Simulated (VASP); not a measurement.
Wanted: the native input for a VASP 6.6.1 run.

| Property | Result |
| --- | --- |
| Task | single point |
| Functional | PBE |
| Potentials or basis | VASP PAW PBE potentials, release 64 (Zr_sv, Zn, N) |
| Cutoff | 520 eV |
| k mesh | 6 × 6 × 2 |
| Occupations | gaussian, width 0.2 eV |
| Spin | no spin polarisation |
| Dipole correction | no |
| Further INCAR settings | ALGO = Normal; EDIFF = 1e-06; NBANDS = 57 |

The structure of Zr2ZnN2 lies in POSCAR:

```
Zr2ZnN2
1.0
    3.4054570351      0.0000000000      0.0000000000
    0.0000000000      3.4054570351      0.0000000000
    0.0000000000      0.0000000000     13.0957288253
Zr Zn N
4 2 4
Direct
    0.5000000000      0.5000000000      0.1439766267
    0.5000000000      0.5000000000      0.6439766267
    0.5000000000      0.5000000000      0.3560233733
    0.5000000000      0.5000000000      0.8560233733
    1.0000000000      0.0000000000      1.0000000000
    0.0000000000      0.0000000000      0.5000000000
    0.0000000000      0.5000000000      0.2500000000
    0.0000000000      0.5000000000      0.7500000000
    0.5000000000      1.0000000000      0.2500000000
    0.5000000000      1.0000000000      0.7500000000
```

These files were run (other wordings do the same):

INCAR

```
SYSTEM = Zr2ZnN2
PREC = Accurate ; ENCUT = 520
EDIFF = 1E-6 ; ISMEAR = 0
SIGMA = 0.2 ; LREAL = .FALSE.
LASPH = .TRUE. ; NELM = 100
ALGO = Normal ; ISIF = 2
LWAVE = .FALSE. ; LCHARG = .TRUE.
GGA = PE ; LELF = .TRUE.
LVHAR = .TRUE. ; NBANDS = 57
```

KPOINTS

```
regular mesh
0
G
  6 6 2
  0 0 0
```

Potentials or basis: VASP PAW PBE potentials, release 64 (Zr_sv, Zn, N).

Run with:

```bash
$ cat potpaw_PBE.64/Zr_sv/POTCAR potpaw_PBE.64/Zn/POTCAR potpaw_PBE.64/N/POTCAR > POTCAR
$ mpirun -np 1 vasp_std > vasp.out
```

It gave:

```yaml
Pressure: 0.1 GPa
Largest_force: 0.113 eV/Å
Band_gap_on_the_k_mesh: zero (band 46 reaches 7.22 eV, above the bottom of band 47 at 6.15 eV)
```

It took 3.2 min on 1 thread of Intel(R) Xeon(R) Platinum 8259CL CPU @ 2.50GHz (Skylake/Cascade Lake), on a shared host, peak memory 0.33 GiB.
